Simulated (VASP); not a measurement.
# AlRu in VASP: further runs

AlRu is run at these levels: PBE; tasks: relaxation of the atoms.

Program: VASP 6.6.1. These are calculated values, not measurements. Logs are shortened: lines on timing, memory, paths and dates and some standing lists are left out, and cuts for length are marked.

**1. The cell of the first run**

The cell holds a slab with vacuum, 4 atoms: a = 3.004 Å, b = 4.249 Å, c = 18.124 Å, α = 90.00°, β = 90.00°, γ = 90.00°.

**2. Relaxation of the atoms, PBE**

File INCAR:

```
SYSTEM = AlRu
PREC     = Accurate       ! precision mode
ENCUT    = 520            ! plane-wave cutoff, eV
EDIFF    = 1E-6           ! SCF threshold, eV
ISMEAR   = -1             ! smearing method
SIGMA    = 0.1            ! smearing width, eV
LREAL    = .False.        ! projectors in reciprocal space
LASPH    = .True.         ! aspherical terms in the spheres
NELM     = 60             ! most SCF steps
ALGO     = Normal         ! electronic algorithm
ISIF     = 2              ! what is computed and relaxed
LWAVE    = .False.        ! write WAVECAR
LCHARG   = .False.        ! write CHGCAR
LDIPOL   = .True.       
IDIPOL   = 3            
DIPOL    = 0.5 0.5 0.500
GGA      = PE             ! functional
IBRION   = 2              ! ionic algorithm
NSW      = 60             ! ionic steps
EDIFFG   = -0.01          ! ionic threshold
LUSENCCL = .False.
```

File KPOINTS:

```
Automatic mesh
0
Gamma
  12 9 1
  0 0 0
```

File POSCAR:

```
AlRu
1.0
    3.0043569641      0.0000000000      0.0000000000
    0.0000000000      4.2488023649      0.0000000000
    0.0000000000      0.0000000000     18.1244000000
Ru Al
2 2
Direct
    0.7500000000      0.0000000000      0.4413938894
    0.7500000000      0.5000000000      0.5586061106
    0.2500000000      0.5000000000      0.4413938894
    0.2500000000      0.0000000000      0.5586061106
```

Potentials or basis: VASP PAW PBE potentials, release 64 (Ru_pv, Al).

Command:

```console
$ cat potpaw_PBE.64/Ru_pv/POTCAR potpaw_PBE.64/Al/POTCAR > POTCAR
$ mpirun -np 1 vasp_std > vasp.out
```

OUTCAR:

```text
SYSTEM = AlRu
   PREC = Accurate
   ENCUT = 520
   EDIFF = 1E-6
   ISMEAR = -1
   LREAL = .False.
   LASPH = .True.
   NELM = 60
   ISIF = 2
   GGA = PE
   IBRION = 2
   NSW = 60
   EDIFFG = -0.01

 ion  position               nearest neighbor table
   1  0.750  0.000  0.441-   4 2.60   4 2.60   3 2.60   3 2.60   3 2.60   3 2.60   2 3.00   2 3.00

   2  0.750  0.500  0.559-   3 2.60   3 2.60   4 2.60   4 2.60   4 2.60   4 2.60   1 3.00   1 3.00

   3  0.250  0.500  0.441-   2 2.60   2 2.60   1 2.60   1 2.60   1 2.60   1 2.60   4 3.00   4 3.00

   4  0.250  0.000  0.559-   1 2.60   1 2.60   2 2.60   2 2.60   2 2.60   2 2.60   3 3.00   3 3.00

  LATTYP: Found a simple orthorhombic cell.
 ALAT       =     3.0043569641
 B/A-ratio  =     1.4142135624
 C/A-ratio  =     6.0327052399

  Lattice vectors:

 A1 = (   3.0043569641,   0.0000000000,   0.0000000000)
 A2 = (   0.0000000000,   4.2488023649,   0.0000000000)
 A3 = (   0.0000000000,   0.0000000000,  18.1244000000)

Analysis of symmetry for initial positions (statically):
=====================================================================
 Subroutine PRICEL returns:
 Original cell was already a primitive cell.

 Routine SETGRP: Setting up the symmetry group for a
 simple orthorhombic supercell.

 Subroutine GETGRP returns: Found  8 space group operations
 (whereof  2 operations were pure point group operations)
 out of a pool of  8 trial point group operations.

The static configuration has the point symmetry C_1h.
 The point group associated with its full space group is D_2h.

Analysis of symmetry for dynamics (positions and initial velocities):
=====================================================================
 Subroutine PRICEL returns:
 Original cell was already a primitive cell.

 Routine SETGRP: Setting up the symmetry group for a
 simple orthorhombic supercell.

 Subroutine GETGRP returns: Found  8 space group operations
 (whereof  2 operations were pure point group operations)
 out of a pool of  8 trial point group operations.

The dynamic configuration has the point symmetry C_1h.
 The point group associated with its full space group is D_2h.

 Subroutine INISYM returns: Found  8 space group operations
 (whereof  2 operations are pure point group operations),
 and found     1 'primitive' translations

----------------------------------------------------------------------------------------

                                     Primitive cell

  volume of cell :     231.3565

  direct lattice vectors                    reciprocal lattice vectors
     3.004356964  0.000000000  0.000000000     0.332849928  0.000000000  0.000000000
     0.000000000  4.248802365  0.000000000     0.000000000  0.235360441  0.000000000
     0.000000000  0.000000000 18.124400000     0.000000000  0.000000000  0.055174240

  length of vectors
     3.004356964  4.248802365 18.124400000     0.332849928  0.235360441  0.055174240

  position of ions in fractional coordinates (direct lattice)
     0.750000000  0.000000000  0.441393889
     0.750000000  0.500000000  0.558606111
     0.250000000  0.500000000  0.441393889
     0.250000000  0.000000000  0.558606111

  ion indices of the primitive-cell ions
   primitive index   ion index
                 1           1
                 2           2
                 3           3
                 4           4

----------------------------------------------------------------------------------------

 KPOINTS: Automatic mesh

Automatic generation of k-mesh.
 Grid dimensions read from file:
 generate k-points for:   12    9    1

 Generating k-lattice:

  Cartesian coordinates                     Fractional coordinates (reciprocal lattice)
     0.027737494  0.000000000  0.000000000     0.083333333  0.000000000  0.000000000
     0.000000000  0.026151160  0.000000000     0.000000000  0.111111111  0.000000000
     0.000000000  0.000000000  0.055174240     0.000000000  0.000000000  1.000000000

  Length of vectors
     0.027737494  0.026151160  0.055174240

  Shift w.r.t. Gamma in fractional coordinates (k-lattice)
     0.000000000  0.000000000  0.000000000

 Subroutine IBZKPT returns following result:
 ===========================================

 Found     35 irreducible k-points:

 Following reciprocal coordinates:
            Coordinates               Weight
  0.000000  0.000000  0.000000      1.000000
  0.083333  0.000000  0.000000      2.000000
  0.166667  0.000000  0.000000      2.000000
  0.250000  0.000000  0.000000      2.000000
  0.333333  0.000000  0.000000      2.000000
  0.416667  0.000000  0.000000      2.000000
[... 16 lines left out ...]
  0.083333  0.333333  0.000000      4.000000
  0.166667  0.333333  0.000000      4.000000
 [... further k-points ...]
   k-points           NKPTS =     35   k-points in BZ     NKDIM =     35   number of bands    NBANDS=     21
   number of dos      NEDOS =    301   number of ions     NIONS =      4
   total plane-waves  NPLWV = 107520
   dimension x,y,z NGX =    24 NGY =   32 NGZ =  140
   dimension x,y,z NGXF=    48 NGYF=   64 NGZF=  280
   ions per type =               2   2
   NGX,Y,Z   is equivalent  to a cutoff of  13.28, 12.52, 12.84 a.u.
   NGXF,Y,Z  is equivalent  to a cutoff of  26.56, 25.04, 25.68 a.u.
 SYSTEM =  AlRu
   PREC   = accura    normal or accurate (medium, high low for compatibility)
   ISTART =      0    job   : 0-new  1-cont  2-samecut
   ICHARG =      2    charge: 1-file 2-atom 10-const
   ISPIN  =      1    spin polarized calculation?
   LNONCOLLINEAR =      F non collinear calculations
   LSORBIT =      F    spin-orbit coupling
   LASPH  =      T    aspherical Exc in radial PAW
   ENCUT  =  520.0 eV  38.22 Ry    6.18 a.u.   5.59  7.90 33.70*2*pi/ulx,y,z
   NELM   =     60;   NELMIN=  2; NELMDL= -5     # of ELM steps
   EDIFF  = 0.1E-05   stopping-criterion for ELM
   LREAL  =      F    real-space projection
   EDIFFG = -.1E-01   stopping-criterion for IOM
   NSW    =     60    number of steps for IOM
   IBRION =      2    ionic relax: 0-MD 1-quasi-New 2-CG
   NFREE  =      1    steps in history (QN), initial steepest desc. (CG)
   ISIF   =      2    stress and relaxation
   ISYM   =      2    0-nonsym 1-usesym 2-fastsym
   POTIM  = 0.5000    time-step for ionic-motion
   TEBEG  =    0.0;   TEEND  =   0.0 temperature during run
   PSTRESS=    0.0 pullay stress
   NELECT =      34.0000    total number of electrons
   NUPDOWN=      -1.0000    fix difference up-down
   EMIN   =  10.00;   EMAX   =-10.00  energy-range for DOS
   EFERMI =   0.00;   METHOD = LEGACY
   ISMEAR =    -1;   SIGMA  =   0.10  broadening in eV -4-tet -1-fermi 0-gaus
   EFERMI_NEDOS =   21; number of points for ismear=-14 and -15
   IALGO  =     38    algorithm
   IMIX   =      4    mixing-type and parameters
     AMIX     =   0.40;   BMIX     =  1.00
     AMIX_MAG =   1.60;   BMIX_MAG =  1.00
  volume/ion in A,a.u.               =      57.84       390.32
  Fermi-wavevector in a.u.,A,eV,Ry     =   0.863921  1.632573 10.154831  0.746359
  Thomas-Fermi vector in A             =   1.981942
   LORBIT       =      0    0 simple, 1 ext, 2 COOP (PROOUT), +10 PAW based schemes
   GGA     = PE    functional components
   LHFCALC =     F    Hartree Fock is set to
   AEXX    =    0.0000 exact exchange contribution
   IVDW    =     0    specifies the selected vdW correction
   LEPSILON=     F    determine dielectric tensor
   LRPA    =     F    only Hartree local field effects (RPA)
 conjugate gradient relaxation of ions
 non-spin polarized calculation
  energy-cutoff  :      520.00
  volume of cell :      231.36
 maximum number of plane-waves:      6271
 NGX is ok and might be reduce to    24
   NGX = 11   NGY = 15   NGZ = 67

 dipolmoment           0.000000      0.000000     -0.000000 electrons x Angstroem

--------------------------------------- Ionic step        1  -------------------------------------------

 number of electron      33.9999998 magnetization

 Free energy of the ion-electron system (eV)
  ---------------------------------------------------
  ext. energy  EPLUGINS =         0.00000000
  ---------------------------------------------------
  free energy    TOTEN  =       -24.84819510 eV

  energy without entropy =      -24.65967426  energy(sigma->0) =      -24.75393468

------------------------ aborting loop because EDIFF is reached ----------------------------------------

  FORCE on cell =-STRESS in cart. coord.  units (eV):
  Direction    XX          YY          ZZ          XY          YZ          ZX
  --------------------------------------------------------------------------------------
  -------------------------------------------------------------------------------------
  Total       -4.8735656     -5.0252073     -0.8988422      0.0000000      0.0000000      0.0000000
  in kB      -33.7501494    -34.8002902     -6.2246124      0.0000000      0.0000000      0.0000000
  external PRESSURE =     -24.9250174 kB  Pullay stress =       0.0000000 kB
[... 251 lines left out ...]
  energy  without entropy=      -24.6640121621  energy(sigma->0) =      -24.76104916

--------------------------------------- Ionic step        8  -------------------------------------------

 number of electron      33.9999996 magnetization

 dipolmoment           0.000000      0.000000      0.000000 electrons x Angstroem

 Free energy of the ion-electron system (eV)
  ---------------------------------------------------
  ext. energy  EPLUGINS =         0.00000000
  ---------------------------------------------------
  free energy    TOTEN  =       -24.85829878 eV

  energy without entropy =      -24.66549633  energy(sigma->0) =      -24.76189756

 E-fermi :  -0.9899     XC(G=0):  -4.0247

 val. band max:       -1.0010764677   @ k =   0.0833   0.4444   0.0000
 cond. band min:      -0.9829584811   @ k =   0.0000   0.2222   0.0000
 fundamental gap:      0.0181179866
 Fermi energy:        -0.9899044762

 k-point     1 :       0.0000    0.0000    0.0000
  band No.  band energies     occupation
      1     -42.8698      2.00000
      2     -42.8181      2.00000
      3     -42.7976      2.00000
      4     -42.7771      2.00000
      5     -42.7720      2.00000
      6     -42.7121      2.00000
[... 550 lines left out ...]
      5     -42.7362      2.00000
      6     -42.7135      2.00000
[... 13 lines left out ...]
     20       0.7545      0.00000
     21       1.8801      0.00000

 [... further k-points ...]

------------------------ aborting loop because EDIFF is reached ----------------------------------------

 vacuum level on the upper side and lower side of the slab       (xc-potential included)        -0.008        -0.008

  FORCE on cell =-STRESS in cart. coord.  units (eV):
  Direction    XX          YY          ZZ          XY          YZ          ZX
  --------------------------------------------------------------------------------------
  -------------------------------------------------------------------------------------
  Total       -4.6650759     -4.5490152     -0.0379835      0.0000000      0.0000000     -0.0000000
  in kB      -32.3063275    -31.5025907     -0.2630412      0.0000000      0.0000000     -0.0000000
  external PRESSURE =     -21.3573198 kB  Pullay stress =       0.0000000 kB

 VOLUME and BASIS-vectors are now :
 -----------------------------------------------------------------------------
  energy-cutoff  :      520.00
  volume of cell :      231.36
      direct lattice vectors                 reciprocal lattice vectors
     3.004356964  0.000000000  0.000000000     0.332849928  0.000000000  0.000000000
     0.000000000  4.248802365  0.000000000     0.000000000  0.235360441  0.000000000
     0.000000000  0.000000000 18.124400000     0.000000000  0.000000000  0.055174240
[... 10 lines left out ...]
  FREE ENERGIE OF THE ION-ELECTRON SYSTEM (eV)
  ---------------------------------------------------
  free  energy   TOTEN  =       -24.8582987783 eV

  energy  without entropy=      -24.6654963326  energy(sigma->0) =      -24.76189756

 reached required accuracy - stopping structural energy minimisation

 vacuum level on the upper side and lower side of the slab         3.704         3.704
```

Run time: 6.8 min. Hardware: 1 × NVIDIA H100 80GB with 1 thread of AMD EPYC 7R13 (Zen 3), shared host; peak memory 1.4 GiB.

Results:

| Property | Result |
| --- | --- |
| Free energy | -24.8583 eV |
| Energy gained by relaxing | 2.5 meV/atom |
| Ionic steps | 8 |
| Largest force after relaxing | 0.006 eV/Å |
| Band gap on the k mesh | zero (bands 17 and 18 overlap by 0.98 eV) |

Forces in eV/Å, atoms in the order of the input:
```
Ru   0.000  0.000  0.006
Ru   0.000  0.000 -0.006
Al   0.000  0.000  0.003
Al   0.000  0.000 -0.003
```

Step by step:
```csv
step,energy change (eV),largest force (eV/Å),pressure (GPa)
1,0.0000,0.3188,-2.49
2,-0.0077,0.1439,-2.26
3,-0.0094,0.0392,-2.09
4,-0.0094,0.0425,-2.07
5,-0.0096,0.0355,-2.08
6,-0.0100,0.0141,-2.12
7,-0.0099,0.0270,-2.17
8,-0.0101,0.0059,-2.14
```

Final structure:
```
Ru Al
1.0
     3.00436    0.00000    0.00000
     0.00000    4.24880    0.00000
     0.00000    0.00000   18.12440
Ru Al
2 2
Direct
  0.75000 0.00000 0.44323
  0.75000 0.50000 0.55677
  0.25000 0.50000 0.44103
  0.25000 0.00000 0.55897
```

**3. Relaxation of the atoms, PBE**

File INCAR:

```
SYSTEM = AlRu
PREC = Accurate
ENCUT = 520
EDIFF = 1E-7
ISMEAR = -1
SIGMA = 0.1
LREAL = .False.
LASPH = .True.
NELM = 100
ALGO = Normal
ISIF = 2
LWAVE = .False.
LCHARG = .False.
LDIPOL = .True.
IDIPOL = 3
DIPOL = 0.5 0.5 0.500
GGA = PE
IBRION = 2
NSW = 32
EDIFFG = -0.01
LUSENCCL = .False.
```

File KPOINTS:

```
regular mesh
0
Gamma
  12 9 1
  0 0 0
```

File POSCAR:

```
AlRu
1.0
    3.0043569641      0.0000000000      0.0000000000
    0.0000000000      4.2488023649      0.0000000000
    0.0000000000      0.0000000000     18.1244000000
Ru Al
2 2
Direct
    0.7500000000      0.0000000000      0.4433292536
    0.7500000000      0.5000000000      0.5566707529
    0.2500000000      0.5000000000      0.4409630160
    0.2500000000      0.0000000000      0.5590369775
```

Potentials or basis: VASP PAW PBE potentials, release 64 (Ru_pv, Al).

Command:

```console
$ cat potpaw_PBE.64/Ru_pv/POTCAR potpaw_PBE.64/Al/POTCAR > POTCAR
$ mpirun -np 1 vasp_std > vasp.out
```

OUTCAR:

```text
SYSTEM = AlRu
   PREC = Accurate
   ENCUT = 520
   EDIFF = 1E-7
   ISMEAR = -1
   LREAL = .False.
   LASPH = .True.
   NELM = 100
   ISIF = 2
   GGA = PE
   IBRION = 2
   NSW = 32
   EDIFFG = -0.01

 ion  position               nearest neighbor table
   1  0.750  0.000  0.443-   4 2.58   4 2.58   3 2.60   3 2.60   3 2.60   3 2.60   2 2.96   2 2.96

   2  0.750  0.500  0.557-   3 2.58   3 2.58   4 2.60   4 2.60   4 2.60   4 2.60   1 2.96   1 2.96

   3  0.250  0.500  0.441-   2 2.58   2 2.58   1 2.60   1 2.60   1 2.60   1 2.60   4 3.02   4 3.02

   4  0.250  0.000  0.559-   1 2.58   1 2.58   2 2.60   2 2.60   2 2.60   2 2.60   3 3.02   3 3.02

  LATTYP: Found a simple orthorhombic cell.
 ALAT       =     3.0043569641
 B/A-ratio  =     1.4142135624
 C/A-ratio  =     6.0327052399

  Lattice vectors:

 A1 = (   3.0043569641,   0.0000000000,   0.0000000000)
 A2 = (   0.0000000000,   4.2488023649,   0.0000000000)
[... 184 lines left out ...]

 E-fermi :  -0.9893     XC(G=0):  -4.0376

 val. band max:       -0.9994307517   @ k =   0.0833   0.4444   0.0000
 cond. band min:      -0.9845128843   @ k =   0.0000   0.2222   0.0000
 fundamental gap:      0.0149178674
 Fermi energy:        -0.9893385922

 k-point     1 :       0.0000    0.0000    0.0000
  band No.  band energies     occupation
      1     -42.8697      2.00000
      2     -42.8189      2.00000
      3     -42.7980      2.00000
      4     -42.7773      2.00000
      5     -42.7713      2.00000
      6     -42.7118      2.00000
[... 565 lines left out ...]
     20       0.7542      0.00000
     21       1.8827      0.00000

 [... further k-points ...]

------------------------ aborting loop because EDIFF is reached ----------------------------------------

 vacuum level on the upper side and lower side of the slab       (xc-potential included)        -0.060        -0.060

  FORCE on cell =-STRESS in cart. coord.  units (eV):
  Direction    XX          YY          ZZ          XY          YZ          ZX
  --------------------------------------------------------------------------------------
  -------------------------------------------------------------------------------------
  Total       -4.6694097     -4.5292613     -0.0137655      0.0000000      0.0000000      0.0000000
  in kB      -32.3363399    -31.3657923     -0.0953280      0.0000000      0.0000000      0.0000000
  external PRESSURE =     -21.2658201 kB  Pullay stress =       0.0000000 kB

 VOLUME and BASIS-vectors are now :
 -----------------------------------------------------------------------------
  energy-cutoff  :      520.00
  volume of cell :      231.36
      direct lattice vectors                 reciprocal lattice vectors
     3.004356964  0.000000000  0.000000000     0.332849928  0.000000000  0.000000000
     0.000000000  4.248802365  0.000000000     0.000000000  0.235360441  0.000000000
     0.000000000  0.000000000 18.124400000     0.000000000  0.000000000  0.055174240

 POSITION                                       TOTAL-FORCE (eV/Angst)
 -----------------------------------------------------------------------------------
      2.25327      0.00000      8.03508         0.000000      0.000000     -0.006525
      2.25327      2.12440     10.08932         0.000000     -0.000000      0.006525
      0.75109      2.12440      7.99219         0.000000     -0.000000      0.001679
      0.75109      0.00000     10.13221         0.000000     -0.000000     -0.001679
 -----------------------------------------------------------------------------------
    total drift:                                0.000000      0.000000      0.000059

  FREE ENERGIE OF THE ION-ELECTRON SYSTEM (eV)
  ---------------------------------------------------
  free  energy   TOTEN  =       -24.8582928805 eV

  energy  without entropy=      -24.6650953253  energy(sigma->0) =      -24.76169410

 reached required accuracy - stopping structural energy minimisation

 vacuum level on the upper side and lower side of the slab         3.662         3.662
```

OSZICAR:

```text
N       E                     dE             d eps       ncg     rms          rms(c)
DAV:   1     0.198433314117E+03    0.19843E+03   -0.18309E+04  2030   0.130E+03
DAV:   2    -0.177120586972E+02   -0.21615E+03   -0.20880E+03  1752   0.301E+02
DAV:   3    -0.266712801336E+02   -0.89592E+01   -0.83899E+01  1863   0.529E+01
[... 15 lines left out ...]
DAV:  19    -0.248582849326E+02   -0.39257E-04   -0.59748E-06  1497   0.508E-03    0.424E-04
DAV:  20    -0.248582907329E+02   -0.58003E-05   -0.49344E-07  1314   0.188E-03    0.117E-04
DAV:  21    -0.248582926414E+02   -0.19084E-05   -0.17700E-07  1121   0.837E-04    0.499E-05
DAV:  22    -0.248582928602E+02   -0.21886E-06   -0.14282E-08  1115   0.346E-04    0.234E-05
DAV:  23    -0.248582928805E+02   -0.20311E-07   -0.32077E-09  1000   0.188E-04
   1 F= -.24858293E+02 E0= -.24761694E+02  d E =-.248583E+02
```

Run time: 2.3 min. Hardware: 1 × NVIDIA H100 80GB with 1 thread of AMD EPYC 7R13 (Zen 3), shared host; peak memory 1.4 GiB.

Results:

```yaml
Free_energy: -24.8583 eV
Largest_force_after_relaxing: 0.007 eV/Å
Band_gap_on_the_k_mesh: zero (bands 17 and 18 overlap by 0.99 eV)
```

Forces on the atoms (eV/Å):
```
Ru   0.000  0.000 -0.007
Ru   0.000  0.000  0.007
Al   0.000  0.000  0.002
Al   0.000  0.000 -0.002
```

Final structure:
```
Ru Al
1.0
     3.00436    0.00000    0.00000
     0.00000    4.24880    0.00000
     0.00000    0.00000   18.12440
Ru Al
2 2
Direct
  0.75000 0.00000 0.44333
  0.75000 0.50000 0.55667
  0.25000 0.50000 0.44096
  0.25000 0.00000 0.55904
```

Caveat: the relaxation stopped at its first step, so nothing moved.
